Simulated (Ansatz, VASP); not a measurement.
# GdRe3 in VASP and in Ansatz

```
CELL_PARAMETERS angstrom
4.13372 0.00000 0.00000
0.00000 4.13372 4.13372
0.00000 0.00000 8.26744
ATOMIC_POSITIONS crystal
Gd 0.00000 0.00000 0.00000
Gd 0.00000 0.00000 0.50000
Re 0.00000 0.50000 0.00000
Re 0.50000 0.50000 0.75000
Re 0.50000 0.00000 0.25000
Re 0.00000 0.50000 0.50000
Re 0.50000 0.50000 0.25000
Re 0.50000 0.00000 0.75000
```

Alike in both runs: task single point; functional PBE; k mesh 8 × 8 × 4; occupations gaussian, width 0.05 eV; collinear spin; Hubbard terms Gd f U = 6.0 eV.

```csv
,VASP,Ansatz
version,VASP 6.6.1,Ansatz 0.2.0
potentials or method,"VASP PAW PBE potentials, release 64 (Gd, Re), cutoff 600 eV","scalar-relativistic, plane waves, PAW"
valence electrons in the cell,78,126
```

```tsv
	VASP	Ansatz	Ansatz less VASP
gap on the k mesh at the Fermi level (eV)	none	none	-
pressure (GPa)	0.0	-0.1	-0.01
net moment per atom (μB)	0.00	0.00	0.000
size of the moment on the site where the two differ most (μB)	6.91	7.06	+0.147
```

Site moments also hang on the region over which each program counts them. The programs project onto different local orbitals, so the same U acts differently, and such runs can settle in different states. A gap of «none» marks a metal or a gap that the smearing closes. VASP's potentials hold 78 valence electrons a cell and Ansatz's 126, so a difference there can come from the potentials and not from the codes. Ansatz's warnings: filled band counts differ across k points.

Spin-orbit coupling is off throughout.
